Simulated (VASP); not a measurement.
# TaN (Fm-3m) in VASP: a series of runs, part 2 of 2

VASP 6.6.1. The steps go on from the part before.

## (3) Single point, PBEsol (volume scaled by 1.01)

Input file INCAR:

```
ALGO = Normal ; EDIFF = 1E-7
ENCUT = 520 ; GGA = PS
ISIF = 2 ; ISMEAR = -1
LASPH = T ; LCHARG = F
LREAL = F ; LWAVE = F
NBANDS = 15 ; NELM = 60
PREC = Accurate ; SIGMA = 0.02
```

Input file KPOINTS:

```
k-points
0
Gamma
  9 9 9
```

Input file POSCAR:

```
TaN
1.0
    0.0000000000      2.1862392558      2.1862392558
    2.1862392558      0.0000000000      2.1862392558
    2.1862392558      2.1862392558      0.0000000000
Ta N
1 1
Direct
    0.5000000000      0.5000000000      0.5000000000
    0.0000000000      0.0000000000      0.0000000000
```

Potentials or basis: VASP PAW PBE potentials, release 64 (Ta_pv, N).

The run is started by

```
$ cat potpaw_PBE.64/Ta_pv/POTCAR potpaw_PBE.64/N/POTCAR > POTCAR
$ mpirun -np 1 vasp_std > vasp.out
```

It took 6.7 s on 1 thread of Intel Xeon Platinum 8488C (Sapphire Rapids), shared host; peak memory 0.14 GiB.

It converged, with:

- Free energy: -23.2136 eV
- Pressure: 1.7 GPa
- Band gap on the k mesh: zero (band 8 reaches 11.17 eV, above the bottom of band 9 at 7.39 eV)

Levels at points of the mesh, in eV from the Fermi level:
| k point | band 4 | band 5 | band 6 | band 7 | band 8 | band 9 | band 10 | band 11 | band 12 | band 13 |
| --- | --- | --- | --- | --- | --- | --- | --- | --- | --- | --- |
| (0.00, 0.00, 0.00) | -18.84 | -3.73 | -3.73 | -3.73 | -2.07 | -2.07 | -2.07 | 0.14 | 0.14 | 1.80 |

Caveat: the PAW data sets were made with another functional, which shifts forces and pressure a little; spin-orbit coupling is left out, which moves the levels of the heavy elements.

## (4) Single point, PBEsol (volume scaled by 1.02)

Input file INCAR:

```
SYSTEM = TaN
PREC = Accurate
ENCUT = 520
EDIFF = 1E-6
ISMEAR = -1
SIGMA = 0.02
LREAL = .FALSE.
LASPH = .TRUE.
NELM = 60
ALGO = Normal
ISIF = 2
LWAVE = .FALSE.
LCHARG = .FALSE.
GGA = PS
NBANDS = 15
```

Input file KPOINTS:

```
Automatic mesh
0
G
  9 9 9
  0 0 0
```

Input file POSCAR:

```
TaN
1.0
    0.0000000000      2.1934308841      2.1934308841
    2.1934308841      0.0000000000      2.1934308841
    2.1934308841      2.1934308841      0.0000000000
Ta N
1 1
Direct
    0.5000000000      0.5000000000      0.5000000000
    0.0000000000      0.0000000000      0.0000000000
```

The run is started by

```
$ cat potpaw_PBE.64/Ta_pv/POTCAR potpaw_PBE.64/N/POTCAR > POTCAR
$ mpirun -np 1 vasp_std > vasp.out
```

Wall time 6 s (1 thread of Intel Xeon Platinum 8488C (Sapphire Rapids), shared host); peak memory 0.14 GiB.

The run converged. Its results:

- Free energy: -23.2137 eV
- Pressure: -1.9 GPa
- Band gap on the k mesh: zero (band 8 reaches 11.03 eV, above the bottom of band 9 at 7.31 eV)

Levels at points of the mesh, in eV from the Fermi level:
```csv
k point,band 4,band 5,band 6,band 7,band 8,band 9,band 10,band 11,band 12,band 13
"(0.00, 0.00, 0.00)",-18.76,-3.70,-3.70,-3.70,-2.04,-2.04,-2.04,0.13,0.13,1.72
```

Caveat: the PAW data sets were made with another functional, which shifts forces and pressure a little; spin-orbit coupling is left out, which moves the levels of the heavy elements.

## (5) Single point, PBEsol (volume scaled by 1.04)

Input file INCAR:

```
SYSTEM = TaN
PREC = Accurate ; ENCUT = 520
EDIFF = 1E-6 ; ISMEAR = -1
SIGMA = 0.02 ; LREAL = .FALSE.
LASPH = .TRUE. ; NELM = 100
ALGO = Normal ; ISIF = 2
LWAVE = .FALSE. ; LCHARG = .FALSE.
GGA = PS ; NBANDS = 15
```

Input file KPOINTS:

```
regular mesh
0
G
  9 9 9
  0 0 0
```

Input file POSCAR:

```
TaN
1.0
    0.0000000000      2.2076743409      2.2076743409
    2.2076743409      0.0000000000      2.2076743409
    2.2076743409      2.2076743409      0.0000000000
Ta N
1 1
Direct
    0.5000000000      0.5000000000      0.5000000000
    0.0000000000      0.0000000000      0.0000000000
```

Potentials or basis: VASP PAW PBE potentials, release 64 (Ta_pv, N).

The run is started by

```
$ cat potpaw_PBE.64/Ta_pv/POTCAR potpaw_PBE.64/N/POTCAR > POTCAR
$ mpirun -np 1 vasp_std > vasp.out
```

OUTCAR:

```text
SYSTEM = TaN
   PREC = Accurate
   ENCUT = 520
   EDIFF = 1E-6
   ISMEAR = -1
   LREAL = .FALSE.
   LASPH = .TRUE.
   NELM = 100
   ISIF = 2
   GGA = PS

 ion  position               nearest neighbor table
   1  0.500  0.500  0.500-   2 2.21   2 2.21   2 2.21   2 2.21   2 2.21   2 2.21
   2  0.000  0.000  0.000-   1 2.21   1 2.21   1 2.21   1 2.21   1 2.21   1 2.21

  LATTYP: Found a face centered cubic cell.
 ALAT       =     4.4153486818

  Lattice vectors:

[... 608 lines left out ...]
      9      11.2121      0.00000
     10      12.6806      0.00000
     11      12.6806      0.00000
     12      13.5286      0.00000
     13      16.1969      0.00000
     14      18.3210      0.00000
     15      21.5789      0.00000

 [... further k-points ...]
[... 5 lines left out ...]
  --------------------------------------------------------------------------------------
  -------------------------------------------------------------------------------------
  Total       -1.1224528     -1.1224528     -1.1224528      0.0000000      0.0000000      0.0000000
  in kB      -83.5687006    -83.5687006    -83.5687006      0.0000000      0.0000000      0.0000000
  external PRESSURE =     -83.5687006 kB  Pullay stress =       0.0000000 kB

 VOLUME and BASIS-vectors are now :
 -----------------------------------------------------------------------------
  energy-cutoff  :      520.00
  volume of cell :       21.52
      direct lattice vectors                 reciprocal lattice vectors
     0.000000000  2.207674341  2.207674341    -0.226482679  0.226482679  0.226482679
     2.207674341  0.000000000  2.207674341     0.226482679 -0.226482679  0.226482679
     2.207674341  2.207674341  0.000000000     0.226482679  0.226482679 -0.226482679

 POSITION                                       TOTAL-FORCE (eV/Angst)
 -----------------------------------------------------------------------------------
      2.20767      2.20767      2.20767         0.000000      0.000000      0.000000
      0.00000      0.00000      0.00000        -0.000000     -0.000000     -0.000000
 -----------------------------------------------------------------------------------
    total drift:                                0.000000     -0.000000     -0.000000

  FREE ENERGIE OF THE ION-ELECTRON SYSTEM (eV)
  ---------------------------------------------------
  free  energy   TOTEN  =       -23.2007621983 eV

  energy  without entropy=      -23.1995882766  energy(sigma->0) =      -23.20017524
```

Wall time 5.8 s (1 thread of Intel Xeon Platinum 8488C (Sapphire Rapids), shared host); peak memory 0.14 GiB.

What came out:

* Free energy: -23.2008 eV
* Pressure: -8.4 GPa
* Band gap on the k mesh: zero (band 8 reaches 10.77 eV, above the bottom of band 9 at 7.14 eV)

Levels at points of the mesh, in eV from the Fermi level:
```tsv
k point	band 4	band 5	band 6	band 7	band 8	band 9	band 10	band 11	band 12	band 13
(0.00, 0.00, 0.00)	-18.60	-3.65	-3.65	-3.65	-1.99	-1.99	-1.99	0.13	0.13	1.55
```

Caveat: the PAW data sets were made with another functional, which shifts forces and pressure a little; spin-orbit coupling is left out, which moves the levels of the heavy elements.

## (6) Single point, PBEsol (volume scaled by 1.06)

Input file INCAR:

```
PREC     = Accurate       # precision mode
ENCUT    = 520            # plane-wave cutoff, eV
EDIFF    = 1E-6           # SCF threshold, eV
ISMEAR   = -1             # smearing method
SIGMA    = 0.02           # smearing width, eV
LREAL    = F              # projectors in reciprocal space
LASPH    = T              # aspherical terms in the spheres
NELM     = 60             # most SCF steps
ALGO     = Normal         # electronic algorithm
ISIF     = 2              # what is computed and relaxed
LWAVE    = F              # write WAVECAR
LCHARG   = F              # write CHGCAR
GGA      = PS             # functional
NBANDS   = 15             # bands
```

Input file KPOINTS:

```
Automatic mesh
0
Gamma
  9 9 9
```

Input file POSCAR:

```
TaN
1.0
    0.0000000000      2.2217363401      2.2217363401
    2.2217363401      0.0000000000      2.2217363401
    2.2217363401      2.2217363401      0.0000000000
Ta N
1 1
Direct
    0.5000000000      0.5000000000      0.5000000000
    0.0000000000      0.0000000000      0.0000000000
```

Potentials or basis: VASP PAW PBE potentials, release 64 (Ta_pv, N).

The run is started by

```
$ cat potpaw_PBE.64/Ta_pv/POTCAR potpaw_PBE.64/N/POTCAR > POTCAR
$ mpirun -np 1 vasp_std > vasp.out
```

It took 5.6 s on 1 thread of Intel Xeon Platinum 8488C (Sapphire Rapids), shared host; peak memory 0.14 GiB.

The run converged. Its results:

```
Free energy            : -23.1718 eV
Pressure               : -14.2 GPa
Band gap on the k mesh : zero (band 8 reaches 10.51 eV, above the bottom of band 9 at 6.98 eV)
```

Levels at points of the mesh, in eV from the Fermi level:
```csv
k point,band 6,band 7,band 8,band 9,band 10,band 11
"(0.00, 0.00, 0.00)",-3.60,-3.60,-1.94,-1.94,-1.94,0.12
```

Caveat: the PAW data sets were made with another functional, which shifts forces and pressure a little; spin-orbit coupling is left out, which moves the levels of the heavy elements.

## (7) Summary

```csv
cell,gap on the mesh (eV),pressure (GPa)
"a = 3.019 Å, angles 60.0°, 2 atoms",none,32.5
"a = 3.092 Å, angles 60.0°, 2 atoms",none,1.7
"a = 3.102 Å, angles 60.0°, 2 atoms",none,-1.9
"a = 3.122 Å, angles 60.0°, 2 atoms",none,-8.4
"a = 3.142 Å, angles 60.0°, 2 atoms",none,-14.2
```

Alike in all rows: task single point; level PBEsol; potentials or basis VASP PAW PBE potentials, release 64 (Ta_pv, N); no spin polarisation; k mesh 9 × 9 × 9; cutoff (eV) 520; smearing fermi-dirac 0.02 eV.

Caveats: the PAW data sets were made with another functional, which shifts forces and pressure a little; spin-orbit coupling is left out, which moves the levels of the heavy elements.

Absolute energies hang on the potentials; compare differences alone.
